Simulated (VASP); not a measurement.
# Al (Fm-3m) in VASP: notebook, part 2 of 2

VASP 6.6.1. The steps go on from the part before.

## 5. Single point, r2SCAN

POSCAR reads:

```
Al
1.0
    0.0000000000      2.0248050000      2.0248050000
    2.0248050000      0.0000000000      2.0248050000
    2.0248050000      2.0248050000      0.0000000000
Al
1
Direct
    0.0000000000      0.0000000000      0.0000000000
```

INCAR.step1 reads:

```
ALGO     = Normal         # electronic algorithm
EDIFF    = 1E-4           # SCF threshold, eV
ENCUT    = 520            # plane-wave cutoff, eV
GGA      = PE             # functional
ISMEAR   = 1              # smearing method
LASPH    = T              # aspherical terms in the spheres
LCHARG   = F              # write CHGCAR
LREAL    = F              # projectors in reciprocal space
LWAVE    = T              # write WAVECAR
NBANDS   = 8              # bands
NELM     = 60             # most SCF steps
PREC     = Accurate       # precision mode
SIGMA    = 0.1            # smearing width, eV
```

INCAR.step2 reads:

```
ALGO     = Normal         # electronic algorithm
EDIFF    = 1E-6           # SCF threshold, eV
ENCUT    = 520            # plane-wave cutoff, eV
ISIF     = 2              # what is computed and relaxed
ISMEAR   = 1              # smearing method
ISTART   = 1            
LASPH    = T              # aspherical terms in the spheres
LCHARG   = F              # write CHGCAR
LMIXTAU  = T            
LREAL    = F              # projectors in reciprocal space
LWAVE    = F              # write WAVECAR
METAGGA  = R2SCAN         # meta-GGA
NBANDS   = 8              # bands
NELM     = 60             # most SCF steps
PREC     = Accurate       # precision mode
SIGMA    = 0.1            # smearing width, eV
```

KPOINTS reads:

```
k-points
0
Gamma
  12 12 12
```

Potentials or basis: VASP PAW PBE potentials, release 64 (Al).

Launch:

```bash
> cat potpaw_PBE.64/Al/POTCAR > POTCAR
> cp INCAR.step1 INCAR
> mpirun -np 1 vasp_std > vasp.out
> cp INCAR.step2 INCAR
> mpirun -np 1 vasp_std > vasp.out
```

OUTCAR:

```text
EDIFF = 1E-6
   ENCUT = 520
   ISIF = 2
   ISMEAR = 1
   ISTART = 1
   LASPH = T
   LREAL = F
   METAGGA = R2SCAN
   NELM = 60
   PREC = Accurate

 ion  position               nearest neighbor table
   1  0.000  0.000  0.000-

  LATTYP: Found a face centered cubic cell.
 ALAT       =     4.0496100000

  Lattice vectors:

 A1 = (   0.0000000000,   2.0248050000,   2.0248050000)
 A2 = (   2.0248050000,   0.0000000000,   2.0248050000)
 A3 = (   2.0248050000,   2.0248050000,   0.0000000000)

Analysis of symmetry for initial positions (statically):
=====================================================================
 Subroutine PRICEL returns:
 Original cell was already a primitive cell.

 Routine SETGRP: Setting up the symmetry group for a
 face centered cubic supercell.

 Subroutine GETGRP returns: Found 48 space group operations
 (whereof 48 operations were pure point group operations)
 out of a pool of 48 trial point group operations.

The static configuration has the point symmetry O_h .

Analysis of symmetry for dynamics (positions and initial velocities):
=====================================================================
 Subroutine PRICEL returns:
[... 154 lines left out ...]
  energy without entropy =       -6.73468595  energy(sigma->0) =       -6.73455353

 E-fermi :   7.8226     XC(G=0): -10.8825

 val. band max:        7.7779599420   @ k =  -0.3333   0.4167   0.0833
 cond. band min:       7.8775769007   @ k =  -0.4167   0.4167   0.0833
 fundamental gap:      0.0996169587
 Fermi energy:         7.8226025937

 k-point     1 :       0.0000    0.0000    0.0000
  band No.  band energies     occupation
      1      -3.8418      2.00000
      2      21.2408      0.00000
      3      21.2408      0.00000
      4      21.2409      0.00000
      5      23.0866      0.00000
      6      23.0866      0.00000
      7      23.0866      0.00000
      8      25.2722      0.00000
[... 243 lines left out ...]
 k-point    24 :      -0.4167    0.1667    0.0000
  band No.  band energies     occupation
      1       3.1009      2.00000
      2       4.6863      2.00000
      3      13.7906      0.00000
      4      17.2922      0.00000
      5      19.2751      0.00000
      6      24.1689      0.00000
      7      27.0969      0.00000
      8      30.1624      0.00000

 [... further k-points ...]
[... 5 lines left out ...]
  --------------------------------------------------------------------------------------
  -------------------------------------------------------------------------------------
  Total       -0.3557736     -0.3557736     -0.3557736     -0.0000000      0.0000000      0.0000000
  in kB      -34.3324433    -34.3324433    -34.3324433     -0.0000000      0.0000000      0.0000000
  external PRESSURE =     -34.3324433 kB  Pullay stress =       0.0000000 kB

 VOLUME and BASIS-vectors are now :
 -----------------------------------------------------------------------------
  energy-cutoff  :      520.00
  volume of cell :       16.60
      direct lattice vectors                 reciprocal lattice vectors
     0.000000000  2.024805000  2.024805000    -0.246937359  0.246937359  0.246937359
     2.024805000  0.000000000  2.024805000     0.246937359 -0.246937359  0.246937359
     2.024805000  2.024805000  0.000000000     0.246937359  0.246937359 -0.246937359

 POSITION                                       TOTAL-FORCE (eV/Angst)
 -----------------------------------------------------------------------------------
      0.00000      0.00000      0.00000        -0.000000      0.000000     -0.000000
 -----------------------------------------------------------------------------------
    total drift:                                0.000000      0.000000      0.000000

  FREE ENERGIE OF THE ION-ELECTRON SYSTEM (eV)
  ---------------------------------------------------
  free  energy   TOTEN  =        -6.7344873123 eV

  energy  without entropy=       -6.7346859521  energy(sigma->0) =       -6.73455353
```

Wall time 34 s (1 thread of AMD EPYC 7R13 (Zen 3), shared host); peak memory 0.11 GiB.

Results:

```yaml
Free_energy: -6.7345 eV
Pressure: -3.4 GPa
```

Levels at points of the mesh, in eV from the Fermi level:
| k point | band 1 | band 2 | band 3 | band 4 |
| --- | --- | --- | --- | --- |
| (0.00, 0.00, 0.00) | -11.66 | 13.42 | 13.42 | 13.42 |
| (0.50, 0.00, 0.00) | -4.84 | -4.40 | 12.18 | 12.18 |
| (0.50, 0.50, 0.00) | -3.02 | -1.51 | 5.59 | 6.10 |

Caveat: the PAW data sets were made with another functional, which shifts forces and pressure a little.

## 6. Summary

| smearing | gap on the mesh (eV) | pressure (GPa) |
| --- | --- | --- |
| methfessel-paxton 0.5 eV | none | -3.7 |
| methfessel-paxton 0.3 eV | none | -3.6 |
| methfessel-paxton 0.2 eV | none | -3.6 |
| methfessel-paxton 0.1 eV | none | -3.4 |

Alike in all rows: task single point; level r2SCAN; potentials or basis VASP PAW PBE potentials, release 64 (Al); no spin polarisation; cell as given; k mesh 12 × 12 × 12; cutoff (eV) 520.

Every run on the cell as given and a fine mesh finds a metal.

Caveats: the PAW data sets were made with another functional, which shifts forces and pressure a little.

Absolute energies hang on the potentials; compare differences alone.
